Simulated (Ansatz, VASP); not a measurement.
## CdS: VASP beside Ansatz

Contents of INCAR:

```
SYSTEM = CdS
ALGO = Normal
EDIFF = 1E-6
ENCUT = 520
GGA = PE
ISIF = 2
ISMEAR = -1
LASPH = .True.
LCHARG = .True.
LELF = .True.
LREAL = .False.
LVHAR = .True.
LWAVE = .False.
NBANDS = 16
NELM = 100
PREC = Accurate
SIGMA = 0.1
```

File KPOINTS:

```
k-points
0
Gamma
  13 13 13
  0 0 0
```

POSCAR

```
CdS
1.0
    0.0000000000      2.6328075684      2.6328075684
    2.6328075684      0.0000000000      2.6328075684
    2.6328075684      2.6328075684      0.0000000000
Cd S
1 1
Direct
    0.0000000000      0.0000000000      0.0000000000
    0.5000000000      0.5000000000      0.5000000000
```

Input for Ansatz:

```yaml
crystal:
  lattice:
    - [0.0, 2.6328075684, 2.6328075684]
    - [2.6328075684, 0.0, 2.6328075684]
    - [2.6328075684, 2.6328075684, 0.0]
  atoms:
    - { symbol: Cd, position: [0.0, 0.0, 0.0] }
    - { symbol: S, position: [0.5, 0.5, 0.5] }
kpoints:
  mp_grid: { grid: [13, 13, 13] }
scf:
  occupations: { method: fermi_dirac, width: 0.1 }
hamiltonian:
  xc: pbe
  pseudopotentials: { kind: all_electron, lapw: { basis_error: 0.001 } }
output:
  forces: true
  stress: true
  eigenvalues: true
  populations: true
```

Change from the starting cell: volume scaled by 0.88, LAPW.

Alike in both runs: task single point; functional PBE; k mesh 13 × 13 × 13; occupations fermi-dirac, width 0.1 eV; no spin polarisation.

|  | VASP | Ansatz |
| --- | --- | --- |
| version | VASP 6.6.1 | Ansatz 0.2.0 |
| potentials or method | VASP PAW PBE potentials, release 64 (Cd, S), cutoff 520 eV | all-electron LAPW, scalar-relativistic |

|  | VASP | Ansatz | Ansatz less VASP |
| --- | --- | --- | --- |
| pressure (GPa) | 13.1 | 12.5 | -0.69 |

Ansatz ran all-electron here, and VASP with PAW potentials.
